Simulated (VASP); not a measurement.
# Ga15As17 (a cell with a defect) in VASP: single point with PBE

Aim: the single point of Ga15As17 (a cell with a defect) with PBE.

Everything below comes from runs of VASP 6.6.1. Logs are shortened: lines on timing, memory, paths and dates and some standing lists are left out, and cuts for length are marked.

**1. The cell of the first run**

The cell holds a defect, 32 atoms: a = 9.951 Å, b = 9.951 Å, c = 9.951 Å, α = 109.47°, β = 109.47°, γ = 109.47°.

**2. Single point, PBE**

File INCAR:

```
SYSTEM = Ga15As17
ALGO = Normal
EDIFF = 1E-6
ENCUT = 520
GGA = PE
ISIF = 2
ISMEAR = 0
LASPH = .TRUE.
LCHARG = .TRUE.
LELF = .TRUE.
LREAL = Auto
LVHAR = .TRUE.
LWAVE = .FALSE.
NBANDS = 162
NELM = 100
PREC = Accurate
SIGMA = 0.02
```

File KPOINTS:

```
Automatic mesh
0
Gamma
  2 2 2
  0.5 0.5 0.5
```

File POSCAR:

```
Ga15As17
1.0
   -5.7453846526     -5.7453846526      5.7453846526
    5.7453846526     -5.7453846526     -5.7453846526
    5.7453846526      5.7453846526      5.7453846526
As Ga
17 15
Direct
    0.2497116541      0.5002473381      0.2494038478
    0.2495984236      0.7636682564      0.2493726195
    0.0014105539      0.7508794526      0.5000957944
    0.5130847907      0.5000762980      0.2493395682
    0.2496165991      0.5000791686      0.5127341474
   -0.0011571563      0.5001524919      0.7503645502
    0.7486504164      0.7484492323      0.7483626977
    0.5003555729      0.7508663347      0.0010981271
   -0.0012244890      0.0011009395      0.2493197232
    0.7506127371      0.2493394060      0.2493513396
    0.5004063889      0.2519233639      0.5001035189
    0.2496307168      0.2493752287      0.7503092585
   -0.0136713885      0.2367869867     -0.0139427218
    0.7506182956      0.5001219213     -0.0014883408
    0.7486756951     -0.0008327093      0.4976322796
    0.4979470185     -0.0008122298      0.7483766179
    0.2496238081      0.0011303802     -0.0015296657
   -0.0024789256      0.5000870180      0.5008670453
    0.5011019606      0.2479602009      0.2492733392
    0.2495750464      0.2479434038      0.5007779383
   -0.0018341359      0.2486835941      0.7458046134
    0.7496317883      0.5002140872      0.7493163167
    0.5011533668      0.5001005009     -0.0027623336
   -0.0025367309      0.7516317366      0.2492933616
    0.7495915589      0.0001372452      0.2493442838
    0.5017752333      0.0037828076      0.5014596883
    0.2496749855      0.0001698604      0.7492840775
   -0.0018249250     -0.0034790759     -0.0021268320
    0.7460850716      0.2486863477     -0.0020999335
    0.7532456448      0.7522339758      0.5014251772
    0.5017085244      0.7522383837      0.7529346944
    0.2496013884      0.7516969527     -0.0027207020
```

Potentials or basis: VASP PAW PBE potentials, release 64 (As, Ga_d).

The run is started by

```console
cat potpaw_PBE.64/As/POTCAR potpaw_PBE.64/Ga_d/POTCAR > POTCAR
mpirun -np 1 vasp_std > vasp.out
```

OUTCAR:

```text
SYSTEM = Ga15As17
   EDIFF = 1E-6
   ENCUT = 520
   GGA = PE
   ISIF = 2
   ISMEAR = 0
   LASPH = .TRUE.
   LREAL = Auto
   NELM = 100
   PREC = Accurate

 ion  position               nearest neighbor table
   1  0.250  0.500  0.249-  13 2.62   5 2.62   4 2.62   2 2.62
   2  0.250  0.764  0.249-  24 2.47  32 2.47  26 2.47   1 2.62
   3  0.001  0.751  0.500-  27 2.48  30 2.48  24 2.49  18 2.49
   4  0.513  0.500  0.249-  19 2.47  23 2.47  30 2.47   1 2.62
   5  0.250  0.500  0.513-  20 2.47  18 2.47  31 2.47   1 2.62
   6  0.999  0.500  0.750-  22 2.48  18 2.48  21 2.49  32 2.49
[... 24 lines left out ...]
  31  0.502  0.752  0.753-   5 2.47   8 2.48  16 2.49   7 2.49
  32  0.250  0.752  0.997-   2 2.47  17 2.48   6 2.49   8 2.49

  LATTYP: Found a body centered cubic cell.
 ALAT       =    11.4907693052

  Lattice vectors:

 A1 = (  -5.7453846526,  -5.7453846526,   5.7453846526)
 A2 = (   5.7453846526,  -5.7453846526,  -5.7453846526)
 A3 = (   5.7453846526,   5.7453846526,   5.7453846526)

Analysis of symmetry for initial positions (statically):
=====================================================================
 Subroutine PRICEL returns:
 Original cell was already a primitive cell.

 Routine SETGRP: Setting up the symmetry group for a
 body centered cubic supercell.

 Subroutine GETGRP returns: Found  1 space group operations
 (whereof  1 operations were pure point group operations)
 out of a pool of 48 trial point group operations.

The static configuration has the point symmetry C_1 .

Analysis of symmetry for dynamics (positions and initial velocities):
=====================================================================
 Subroutine PRICEL returns:
 Original cell was already a primitive cell.

 Routine SETGRP: Setting up the symmetry group for a
 body centered cubic supercell.

 Subroutine GETGRP returns: Found  1 space group operations
 (whereof  1 operations were pure point group operations)
 out of a pool of 48 trial point group operations.

The dynamic configuration has the point symmetry C_1 .

 Subroutine INISYM returns: Found  1 space group operations
 (whereof  1 operations are pure point group operations),
 and found     1 'primitive' translations

----------------------------------------------------------------------------------------

                                     Primitive cell

  volume of cell :     758.6078

  direct lattice vectors                    reciprocal lattice vectors
    -5.745384653 -5.745384653  5.745384653     0.000000000 -0.087026375  0.087026375
     5.745384653 -5.745384653 -5.745384653     0.087026375 -0.087026375  0.000000000
     5.745384653  5.745384653  5.745384653     0.087026375  0.000000000  0.087026375

  length of vectors
     9.951298127  9.951298127  9.951298127     0.123073880  0.123073880  0.123073880

  position of ions in fractional coordinates (direct lattice)
     0.249711654  0.500247338  0.249403848
     0.249598424  0.763668256  0.249372620
     0.001410554  0.750879453  0.500095794
     0.513084791  0.500076298  0.249339568
     0.249616599  0.500079169  0.512734147
     0.998842844  0.500152492  0.750364550
[... 24 lines left out ...]
     0.501708524  0.752238384  0.752934694
     0.249601388  0.751696953  0.997279298

  ion indices of the primitive-cell ions
   primitive index   ion index
                 1           1
                 2           2
                 3           3
                 4           4
                 5           5
                 6           6
[... 24 lines left out ...]
                31          31
                32          32

----------------------------------------------------------------------------------------

 KPOINTS: Automatic mesh

Automatic generation of k-mesh.
 Grid dimensions read from file:
 generate k-points for:    2    2    2

 Generating k-lattice:

  Cartesian coordinates                     Fractional coordinates (reciprocal lattice)
     0.000000000 -0.043513188  0.043513188     0.500000000  0.000000000  0.000000000
     0.043513188 -0.043513188  0.000000000     0.000000000  0.500000000  0.000000000
     0.043513188  0.000000000  0.043513188     0.000000000  0.000000000  0.500000000

  Length of vectors
     0.061536940  0.061536940  0.061536940

  Shift w.r.t. Gamma in fractional coordinates (k-lattice)
     0.500000000  0.500000000  0.500000000

 Subroutine IBZKPT returns following result:
 ===========================================

 Found      4 irreducible k-points:

 Following reciprocal coordinates:
            Coordinates               Weight
  0.250000  0.250000  0.250000      2.000000
 -0.250000  0.250000  0.250000      2.000000
  0.250000 -0.250000  0.250000      2.000000
  0.250000  0.250000 -0.250000      2.000000
   k-points           NKPTS =      4   k-points in BZ     NKDIM =      4   number of bands    NBANDS=    162
   number of dos      NEDOS =    301   number of ions     NIONS =     32
   total plane-waves  NPLWV = 512000
   dimension x,y,z NGX =    80 NGY =   80 NGZ =   80
   dimension x,y,z NGXF=   160 NGYF=  160 NGZF=  160
   ions per type =              17  15
   NGX,Y,Z   is equivalent  to a cutoff of  13.36, 13.36, 13.36 a.u.
   NGXF,Y,Z  is equivalent  to a cutoff of  26.73, 26.73, 26.73 a.u.
 SYSTEM =  Ga15As17
   PREC   = accura    normal or accurate (medium, high low for compatibility)
   ISTART =      0    job   : 0-new  1-cont  2-samecut
   ICHARG =      2    charge: 1-file 2-atom 10-const
   ISPIN  =      1    spin polarized calculation?
   LNONCOLLINEAR =      F non collinear calculations
   LSORBIT =      F    spin-orbit coupling
   LASPH  =      T    aspherical Exc in radial PAW
   ENCUT  =  520.0 eV  38.22 Ry    6.18 a.u.  18.50 18.50 18.50*2*pi/ulx,y,z
   NELM   =    100;   NELMIN=  2; NELMDL= -5     # of ELM steps
   EDIFF  = 0.1E-05   stopping-criterion for ELM
   LREAL  =      T    real-space projection
   EDIFFG = 0.1E-04   stopping-criterion for IOM
   NSW    =      0    number of steps for IOM
   IBRION =     -1    ionic relax: 0-MD 1-quasi-New 2-CG
   NFREE  =      0    steps in history (QN), initial steepest desc. (CG)
   ISIF   =      2    stress and relaxation
   ISYM   =      2    0-nonsym 1-usesym 2-fastsym
   POTIM  = 0.5000    time-step for ionic-motion
   TEBEG  =    0.0;   TEEND  =   0.0 temperature during run
   PSTRESS=    0.0 pullay stress
   NELECT =     280.0000    total number of electrons
   NUPDOWN=      -1.0000    fix difference up-down
   EMIN   =  10.00;   EMAX   =-10.00  energy-range for DOS
   EFERMI =   0.00;   METHOD = LEGACY
   ISMEAR =     0;   SIGMA  =   0.02  broadening in eV -4-tet -1-fermi 0-gaus
   EFERMI_NEDOS =   21; number of points for ismear=-14 and -15
   IALGO  =     38    algorithm
   IMIX   =      4    mixing-type and parameters
     AMIX     =   0.40;   BMIX     =  1.00
     AMIX_MAG =   1.60;   BMIX_MAG =  1.00
  volume/ion in A,a.u.               =      23.71       159.98
  Fermi-wavevector in a.u.,A,eV,Ry     =   1.174325  2.219153 18.762976  1.379040
  Thomas-Fermi vector in A             =   2.310724
   LORBIT       =      0    0 simple, 1 ext, 2 COOP (PROOUT), +10 PAW based schemes
   GGA     = PE    functional components
   LHFCALC =     F    Hartree Fock is set to
   AEXX    =    0.0000 exact exchange contribution
   IVDW    =     0    specifies the selected vdW correction
   LEPSILON=     F    determine dielectric tensor
   LRPA    =     F    only Hartree local field effects (RPA)
 non-spin polarized calculation
 Gauss-broadening in eV      SIGMA  =   0.02
  energy-cutoff  :      520.00
  volume of cell :      758.61
 maximum number of plane-waves:     20457
 NGX is ok and might be reduce to    80
   NGX = 37   NGY = 37   NGZ = 37

 number of electron     280.0000027 magnetization

 Free energy of the ion-electron system (eV)
  ---------------------------------------------------
  ext. energy  EPLUGINS =         0.00000000
  ---------------------------------------------------
  free energy    TOTEN  =      -132.13932157 eV

  energy without entropy =     -132.13932157  energy(sigma->0) =     -132.13932157

 E-fermi :   4.2021     XC(G=0):  -9.3714

 val. band max:        4.0964172995   @ k =  -0.2500   0.2500   0.2500
 cond. band min:       4.6900762351   @ k =   0.2500   0.2500   0.2500
 fundamental gap:      0.5936589356
 Fermi energy:         4.2021174018

 k-point     1 :       0.2500    0.2500    0.2500
  band No.  band energies     occupation
      1     -11.2991      2.00000
      2     -11.2896      2.00000
      3     -11.2896      2.00000
      4     -11.2895      2.00000
      5     -11.2865      2.00000
      6     -11.2864      2.00000
[... 144 lines left out ...]
    151       5.6820      0.00000
    152       5.6821      0.00000

 k-point     2 :      -0.2500    0.2500    0.2500
  band No.  band energies     occupation
      1     -11.2982      2.00000
      2     -11.2981      2.00000
      3     -11.2969      2.00000
      4     -11.2890      2.00000
      5     -11.2884      2.00000
      6     -11.2862      2.00000
[... 144 lines left out ...]
    151       6.2474      0.00000
    152       6.2547      0.00000

 k-point     3 :       0.2500   -0.2500    0.2500
  band No.  band energies     occupation
      1     -11.2982      2.00000
      2     -11.2981      2.00000
      3     -11.2970      2.00000
      4     -11.2890      2.00000
      5     -11.2884      2.00000
      6     -11.2862      2.00000
[... 144 lines left out ...]
    151       6.2474      0.00000
    152       6.2548      0.00000

 k-point     4 :       0.2500    0.2500   -0.2500
  band No.  band energies     occupation
      1     -11.2982      2.00000
      2     -11.2981      2.00000
      3     -11.2969      2.00000
      4     -11.2890      2.00000
      5     -11.2884      2.00000
      6     -11.2862      2.00000
[... 144 lines left out ...]
    151       6.2473      0.00000
    152       6.2546      0.00000
 [bands above 152 left out]

------------------------ aborting loop because EDIFF is reached ----------------------------------------

  FORCE on cell =-STRESS in cart. coord.  units (eV):
  Direction    XX          YY          ZZ          XY          YZ          ZX
  --------------------------------------------------------------------------------------
  -------------------------------------------------------------------------------------
  Total        5.1080148      5.1124412      5.1176480     -0.0122369      0.0035857     -0.0277266
  in kB       10.7881110     10.7974596     10.8084564     -0.0258442      0.0075730     -0.0585586
  external PRESSURE =      10.7980090 kB  Pullay stress =       0.0000000 kB

 VOLUME and BASIS-vectors are now :
 -----------------------------------------------------------------------------
  energy-cutoff  :      520.00
  volume of cell :      758.61
      direct lattice vectors                 reciprocal lattice vectors
    -5.745384653 -5.745384653  5.745384653     0.000000000 -0.087026375  0.087026375
     5.745384653 -5.745384653 -5.745384653     0.087026375 -0.087026375  0.000000000
     5.745384653  5.745384653  5.745384653     0.087026375  0.000000000  0.087026375

 POSITION                                       TOTAL-FORCE (eV/Angst)
 -----------------------------------------------------------------------------------
      2.87234     -2.87588     -0.00650         0.000350      0.002300      0.003657
      4.38627     -4.38887     -1.52079         0.008291     -0.009744     -0.009488
      7.17923     -1.44895     -1.43274        -0.001685     -0.014321      0.009269
      1.35781     -4.38845      1.50729        -0.008203     -0.010425      0.000759
      4.38486     -1.36144      1.50685         0.005358      0.004025      0.002492
      1.44597     -4.30117      7.17630         0.015193      0.011060     -0.005668
[... 24 lines left out ...]
      5.76529     -2.87851      2.88651         0.001563      0.002919      0.004441
      8.61449     -0.02309      2.84502        -0.002251     -0.000234      0.003317
 -----------------------------------------------------------------------------------
    total drift:                               -0.025747     -0.032376     -0.098197

  FREE ENERGIE OF THE ION-ELECTRON SYSTEM (eV)
  ---------------------------------------------------
  free  energy   TOTEN  =      -132.1393215748 eV

  energy  without entropy=     -132.1393215748  energy(sigma->0) =     -132.13932157
```

It took 12 min on 1 thread of Intel Xeon 6975P-C (Granite Rapids), shared host; peak memory 1.1 GiB.

Results:

- Free energy: -132.1393 eV
- Pressure: 1.1 GPa
- Largest force: 0.020 eV/Å
- Band gap on the k mesh: 0.59 eV

Forces in eV/Å, atoms in the order of the input:
```
As   0.000  0.002  0.004
As   0.008 -0.010 -0.009
As  -0.002 -0.014  0.009
As  -0.008 -0.010  0.001
As   0.005  0.004  0.002
As   0.015  0.011 -0.006
As  -0.015  0.011 -0.006
As   0.009  0.000  0.006
As   0.008  0.000 -0.009
As  -0.014 -0.004  0.007
As   0.010 -0.011 -0.003
As   0.000  0.006  0.006
As  -0.009  0.006 -0.015
As  -0.011 -0.010 -0.005
As  -0.011 -0.001 -0.011
As   0.001  0.009 -0.013
As   0.000 -0.007 -0.006
Ga   0.002 -0.001  0.002
Ga   0.002  0.001  0.005
Ga   0.002 -0.001  0.004
Ga   0.000  0.002  0.003
Ga   0.000  0.003  0.003
Ga   0.001  0.000  0.002
Ga   0.002  0.002  0.004
Ga   0.000  0.004  0.003
Ga   0.002  0.001  0.002
Ga   0.000  0.003  0.003
Ga   0.002  0.000  0.001
Ga  -0.001  0.001  0.003
Ga  -0.001  0.001  0.005
Ga   0.002  0.003  0.004
Ga  -0.002  0.000  0.003
```
